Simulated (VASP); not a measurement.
# C (P6_3/mmc) in VASP: further runs

C is run at these levels: PBEsol, PBE; tasks: vibrations by perturbation theory, G0W0 quasiparticle levels.

Program: VASP 6.6.1. These are calculated values, not measurements. Logs are shortened: lines on timing, memory, paths and dates and some standing lists are left out, and cuts for length are marked.

## (1) The cell of the first run

It takes space group P6_3/mmc (No. 194, hexagonal). Conventional cell: a = 2.499 Å, b = 2.499 Å, c = 4.161 Å, α = 90.00°, β = 90.00°, γ = 120.00°. C (site symmetry 3m) has 4 C at 1.53 to 1.56 Å within 2.0 Å.

## (2) Vibrations by perturbation theory, PBEsol

Input file INCAR:

```
SYSTEM = C
ALGO = Normal ; EDIFF = 1E-8
ENCUT = 520 ; GGA = PS
IBRION = 8 ; ISIF = 2
ISMEAR = 0 ; LASPH = .TRUE.
LCHARG = .FALSE. ; LEPSILON = .TRUE.
LREAL = .FALSE. ; LWAVE = .FALSE.
NELM = 60 ; NSW = 1
PREC = Accurate ; SIGMA = 0.01
```

Input file KPOINTS:

```
k-points
0
G
  9 9 6
  0 0 0
```

Input file POSCAR:

```
C
1.0
    2.4988208246      0.0000000000      0.0000000000
   -1.2494104123      2.1640423136      0.0000000000
    0.0000000000      0.0000000000      4.1608703657
C
4
Direct
    0.3333333333      0.6666666667      0.0003017318
    0.6666666667      0.3333333333      0.5003017318
    0.3333333333      0.6666666667      0.3746982682
    0.6666666667      0.3333333333      0.8746982682
```

Potentials or basis: VASP PAW PBE potentials, release 64 (C).

Command:

```bash
$ cat potpaw_PBE.64/C/POTCAR > POTCAR
$ mpirun -np 1 vasp_std > vasp.out
```

OUTCAR:

```text
SYSTEM = C
   EDIFF = 1E-8
   ENCUT = 520
   GGA = PS
   IBRION = 8
   ISIF = 2
   ISMEAR = 0
   LASPH = .TRUE.
   LEPSILON = .TRUE.
   LREAL = .FALSE.
   NELM = 60
   NSW = 1
   PREC = Accurate

 ion  position               nearest neighbor table
   1  0.333  0.667  0.000-   4 1.53   4 1.53   4 1.53   3 1.56
   2  0.667  0.333  0.500-   3 1.53   3 1.53   3 1.53   4 1.56
   3  0.333  0.667  0.375-   2 1.53   2 1.53   2 1.53   1 1.56
   4  0.667  0.333  0.875-   1 1.53   1 1.53   1 1.53   2 1.56

  LATTYP: Found a hexagonal cell.
 ALAT       =     2.4988208246
 C/A-ratio  =     1.6651335401

  Lattice vectors:

 A1 = (   2.4988208246,   0.0000000000,   0.0000000000)
 A2 = (  -1.2494104123,   2.1640423136,   0.0000000000)
 A3 = (   0.0000000000,   0.0000000000,   4.1608703657)

Analysis of symmetry for initial positions (statically):
=====================================================================
 Subroutine PRICEL returns:
 Original cell was already a primitive cell.

 Routine SETGRP: Setting up the symmetry group for a
 hexagonal supercell.

 Subroutine GETGRP returns: Found 24 space group operations
 (whereof  6 operations were pure point group operations)
 out of a pool of 24 trial point group operations.

The static configuration has the point symmetry C_3v.
 The point group associated with its full space group is D_6h.

Analysis of symmetry for dynamics (positions and initial velocities):
=====================================================================
 Subroutine PRICEL returns:
 Original cell was already a primitive cell.

 Routine SETGRP: Setting up the symmetry group for a
 hexagonal supercell.

 Subroutine GETGRP returns: Found 24 space group operations
 (whereof  6 operations were pure point group operations)
 out of a pool of 24 trial point group operations.

The dynamic configuration has the point symmetry C_3v.
 The point group associated with its full space group is D_6h.

 Subroutine INISYM returns: Found 24 space group operations
 (whereof  6 operations are pure point group operations),
 and found     1 'primitive' translations

----------------------------------------------------------------------------------------

                                     Primitive cell

  volume of cell :      22.5001

  direct lattice vectors                    reciprocal lattice vectors
     2.498820825  0.000000000  0.000000000     0.400188757  0.231049087  0.000000000
    -1.249410412  2.164042314  0.000000000     0.000000000  0.462098173  0.000000000
     0.000000000  0.000000000  4.160870366     0.000000000  0.000000000  0.240334332

  length of vectors
     2.498820825  2.498820825  4.160870366     0.462098173  0.462098173  0.240334332

  position of ions in fractional coordinates (direct lattice)
     0.333333333  0.666666667  0.000301732
     0.666666667  0.333333333  0.500301732
     0.333333333  0.666666667  0.374698268
     0.666666667  0.333333333  0.874698268

  ion indices of the primitive-cell ions
   primitive index   ion index
                 1           1
[... 565 lines left out ...]
  ---------------------------------------------------
  free energy    TOTEN  =        -0.13178938 eV

  energy without entropy =       -0.13178938

------------------------ aborting loop because EDIFF is reached ----------------------------------------

 INTERNAL STRAIN TENSOR  FOR ION    1  DIRECTION 3   (eV/Angst):
 -----------------------------------------------------------------------------
    -2.27571  0.00000 -0.00000
     0.00000 -2.27571  0.00000
     0.00000 -0.00000  0.94506

 MACROSCOPIC STATIC DIELECTRIC TENSOR (including local field effects in DFT)
 ------------------------------------------------------
           5.696407     0.000000     0.000000
           0.000000     5.696407    -0.000000
          -0.000000     0.000000     6.003045
 ------------------------------------------------------

 PIEZOELECTRIC TENSOR (including local field effects)  for field in x, y, z        (e  Angst)
          XX          YY          ZZ          XY          YZ          ZX
  --------------------------------------------------------------------------------
  x     0.00000     0.00000     0.00000     0.00000     0.00000     0.00000
  y    -0.00000    -0.00000     0.00000     0.00000     0.00000     0.00000
  z     0.00000    -0.00000     0.00000     0.00000     0.00000     0.00000

 PIEZOELECTRIC TENSOR (including local field effects)  for field in x, y, z        (C/m^2)
          XX          YY          ZZ          XY          YZ          ZX
  --------------------------------------------------------------------------------
  x     0.00000     0.00000     0.00000     0.00000     0.00000     0.00000
  y    -0.00000    -0.00000     0.00000     0.00000     0.00000     0.00000
  z     0.00000    -0.00000     0.00000     0.00000     0.00000     0.00000

 BORN EFFECTIVE CHARGES (including local field effects) (in |e|, cummulative output)
 ---------------------------------------------------------------------------------
 ion    1
    1    -0.00000    -0.00000    -0.00000
    2     0.00000     0.00000     0.00000
    3    -0.00000     0.00000    -0.00000
 ion    2
    1     0.00000     0.00000     0.00000
    2     0.00000    -0.00000     0.00000
    3    -0.00000     0.00000    -0.00000
 ion    3
    1    -0.00000    -0.00000     0.00000
    2     0.00000     0.00000     0.00000
    3    -0.00000     0.00000     0.00000
 ion    4
    1     0.00000     0.00000    -0.00000
    2     0.00000    -0.00000     0.00000
    3     0.00000     0.00000     0.00000

 INTERNAL STRAIN TENSOR FOR ION    4 for displacements in x,y,z  (eV/Angst):
          X           Y           Z          XY          YZ          ZX
  --------------------------------------------------------------------------------
  x     0.00000    -0.00000     0.00000     4.16059     0.00000     4.55887
  y     4.16059    -4.16059     0.00000     0.00000     4.93954     0.00000
  z     2.27571     2.27571    -0.94506     0.00000     0.00000     0.00000

 SECOND DERIVATIVES (NOT SYMMETRIZED)
 ------------------------------------
               1X          1Y          1Z          2X          2Y          2Z          3X          3Y          3Z          4X          4Y          4Z
  1X   -38.139587    0.000000    0.000000   -0.039889    0.000000    0.000000    6.057070    0.000000   -0.000000   32.122406    0.000000    0.000000
  1Y     0.000000  -38.139587   -0.000000   -0.000000   -0.039889    0.000000   -0.000000    6.057070    0.000000   -0.000000   32.122406    0.000000
  1Z     0.000000    0.000000  -47.769412    0.000000   -0.000000   11.355623    0.000000   -0.000000   13.826762    0.000000   -0.000000   22.587028
  2X    -0.039889    0.000000    0.000000  -38.139587    0.000000    0.000000   32.122406    0.000000   -0.000000    6.057070    0.000000   -0.000000
  2Y     0.000000   -0.039889   -0.000000    0.000000  -38.139587   -0.000000    0.000000   32.122406   -0.000000    0.000000    6.057070   -0.000000
  2Z    -0.000000    0.000000   11.355623    0.000000    0.000000  -47.769412   -0.000000    0.000000   22.587028   -0.000000    0.000000   13.826762
  3X     6.057070    0.000000   -0.000000   32.122406    0.000000   -0.000000  -38.139587    0.000000    0.000000   -0.039889    0.000000    0.000000
  3Y     0.000000    6.057070   -0.000000    0.000000   32.122406   -0.000000    0.000000  -38.139587   -0.000000    0.000000   -0.039889   -0.000000
  3Z    -0.000000    0.000000   13.826762   -0.000000    0.000000   22.587028    0.000000    0.000000  -47.769412   -0.000000    0.000000   11.355623
  4X    32.122406    0.000000    0.000000    6.057070    0.000000   -0.000000   -0.039889    0.000000    0.000000  -38.139587    0.000000    0.000000
  4Y    -0.000000   32.122406    0.000000   -0.000000    6.057070    0.000000   -0.000000   -0.039889    0.000000    0.000000  -38.139587   -0.000000
  4Z     0.000000   -0.000000   22.587028    0.000000   -0.000000   13.826762    0.000000   -0.000000   11.355623    0.000000    0.000000  -47.769412

 Eigenvectors and eigenvalues of the dynamical matrix
 ----------------------------------------------------

   1 f  =   39.417686 THz   247.668625 2PiTHz 1314.832471 cm-1   163.018376 meV
             X         Y         Z           dx          dy          dz
     -0.000000  1.442695  0.001255    -0.500000    0.000000   -0.000000
      1.249410  0.721347  2.081691    -0.500000    0.000000    0.000000
     -0.000000  1.442695  1.559071     0.500000   -0.000000   -0.000000
      1.249410  0.721347  3.639506     0.500000   -0.000000    0.000000
[... 57 lines left out ...]
  10 f  =    0.000001 THz     0.000004 2PiTHz    0.000022 cm-1     0.000003 meV
             X         Y         Z           dx          dy          dz
     -0.000000  1.442695  0.001255    -0.004913   -0.037754   -0.498548
      1.249410  0.721347  2.081691    -0.004913   -0.037754   -0.498548
     -0.000000  1.442695  1.559071    -0.004913   -0.037754   -0.498548
      1.249410  0.721347  3.639506    -0.004913   -0.037754   -0.498548

  11 f/i=    0.000001 THz     0.000004 2PiTHz    0.000020 cm-1     0.000002 meV
             X         Y         Z           dx          dy          dz
     -0.000000  1.442695  0.001255     0.357730   -0.348577    0.022871
      1.249410  0.721347  2.081691     0.357730   -0.348577    0.022871
     -0.000000  1.442695  1.559071     0.357730   -0.348577    0.022871
      1.249410  0.721347  3.639506     0.357730   -0.348577    0.022871

  12 f/i=    0.000001 THz     0.000004 2PiTHz    0.000023 cm-1     0.000003 meV
             X         Y         Z           dx          dy          dz
     -0.000000  1.442695  0.001255     0.349292    0.356467   -0.030436
      1.249410  0.721347  2.081691     0.349292    0.356467   -0.030436
     -0.000000  1.442695  1.559071     0.349292    0.356467   -0.030436
      1.249410  0.721347  3.639506     0.349292    0.356467   -0.030436

--------------------------------------------------------------------------------------------------------

 MACROSCOPIC STATIC DIELECTRIC TENSOR IONIC CONTRIBUTION
 ------------------------------------------------------
           0.000000     0.000000     0.000000
           0.000000     0.000000     0.000000
           0.000000     0.000000     0.000000
 ------------------------------------------------------

 ELASTIC MODULI CONTR FROM IONIC RELAXATION (kBar)
 Direction    XX          YY          ZZ          XY          YZ          ZX
 --------------------------------------------------------------------------------
 XX         -97.0962     56.5871      8.4114     -0.0000     -0.0000      0.0000
 YY          56.5871    -97.0962      8.4114      0.0000     -0.0000     -0.0000
 ZZ           8.4114      8.4114     -3.4931      0.0000     -0.0000      0.0000
 XY          -0.0000      0.0000      0.0000    -76.8417     -0.0000     -0.0000
 YZ           0.0000     -0.0000     -0.0000     -0.0000    -91.0120     -0.0000
 ZX           0.0000     -0.0000      0.0000      0.0000     -0.0000    -77.5247
 --------------------------------------------------------------------------------

 PIEZOELECTRIC TENSOR IONIC CONTR  for field in x, y, z        (C/m^2)
          XX          YY          ZZ          XY          YZ          ZX
  --------------------------------------------------------------------------------
  x     0.00000    -0.00000    -0.00000     0.00000     0.00000    -0.00000
  y    -0.00000     0.00000    -0.00000     0.00000     0.00000     0.00000
  z     0.00000     0.00000    -0.00000     0.00000    -0.00000     0.00000
```

It took 6 min on 1 thread of Intel Xeon 8259CL, shared host; peak memory 0.26 GiB.

Results:

| Item | Value |
| --- | --- |
| Electronic dielectric tensor (diagonal) | 5.70, 5.70, 6.00 |
| Born charges (mean of the diagonal) | C +0.00 e |
| Highest phonon frequency at Γ | 1315 cm⁻¹ |

Phonon frequencies in cm⁻¹ (negative: imaginary):
```tsv
q point	frequencies
(0.000, 0.000, 0.000)	0 0 0 522 522 1068 1205 1205 1240 1284 1315 1315
```

Electronic dielectric tensor:
```
5.70 0.00 0.00
0.00 5.70 0.00
0.00 0.00 6.00
```

Born effective charge tensors (e):
atom 1, C
```
0.00 0.00 0.00
0.00 0.00 0.00
0.00 0.00 0.00
```
atom 2, C
```
0.00 0.00 0.00
0.00 0.00 0.00
0.00 0.00 0.00
```
atom 3, C
```
0.00 0.00 0.00
0.00 0.00 0.00
0.00 0.00 0.00
```
atom 4, C
```
0.00 0.00 0.00
0.00 0.00 0.00
0.00 0.00 0.00
```

Caveat: the cell stands under pressure or tension, which shifts response properties.

(Part 1 of 2 ends here.)
